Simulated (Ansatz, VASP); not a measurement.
# Pd in VASP and in Ansatz

The input INCAR:

```
SYSTEM = Pd
PREC = Accurate
ENCUT = 520
EDIFF = 1E-6
ISMEAR = -1
SIGMA = 0.05
LREAL = .False.
LASPH = .True.
NELM = 60
ALGO = Normal
ISIF = 2
LWAVE = .False.
LCHARG = .False.
GGA = CA
NBANDS = 11
```

KPOINTS

```
regular mesh
0
Gamma
  18 18 18
  0 0 0
```

Contents of POSCAR:

```
Pd
1.0
    0.0000000000      1.9449000000      1.9837980000
    1.9449000000      0.0000000000      1.9837980000
    1.9449000000      1.9449000000      0.0000000000
Pd
1
Direct
    0.0000000000      0.0000000000      0.0000000000
```

Input for Ansatz:

```yaml
crystal:
  lattice:
    - [0.0, 1.9449, 1.983798]
    - [1.9449, 0.0, 1.983798]
    - [1.9449, 1.9449, 0.0]
  atoms:
    - { symbol: Pd, position: [0.0, 0.0, 0.0] }
kpoints:
  mp_grid: { grid: [18, 18, 18] }
  band_path:
    path:
      - [0.0, 0.0, 0.0]
      - [0.0, 0.5, 0.5]
      - [0.25, 0.75, 0.5]
      - [0.0, 0.5, 0.0]
      - [0.0, 0.0, 0.0]
      - [0.5, 0.5, 0.0]
      - [0.3701460977, 0.6298539023, 0.0]
      - [-0.3701460977, 0.3701460977, 0.0]
      - [0.0, 0.0, 0.0]
    npoints: 5
scf:
  occupations: { method: fermi_dirac, width: 0.05 }
hamiltonian:
  xc: lda
  pseudopotentials: { kind: all_electron, lapw: { basis_error: 0.00025 } }
output:
  forces: true
  stress: true
  eigenvalues: true
```

Change from the starting cell: zz strain of +2 %.

Alike in both runs: task single point; functional LDA; k mesh 18 × 18 × 18; occupations fermi-dirac, width 0.05 eV; no spin polarisation.

|  | VASP | Ansatz |
| --- | --- | --- |
| version | VASP 6.6.1 | Ansatz 0.2.0 |
| potentials or method | VASP PAW LDA potentials, release 64 (Pd), cutoff 520 eV | all-electron LAPW, scalar-relativistic |

```tsv
	VASP	Ansatz	Ansatz less VASP
pressure (GPa)	-11.2	-11.4	-0.27
traceless stress, the component that is largest in VASP (GPa)	-0.79	-0.79	-0.002
```

LDA's correlation is that of Perdew and Zunger in VASP and of Perdew and Wang (1992) in Ansatz. Ansatz ran all-electron here, and VASP with PAW potentials.
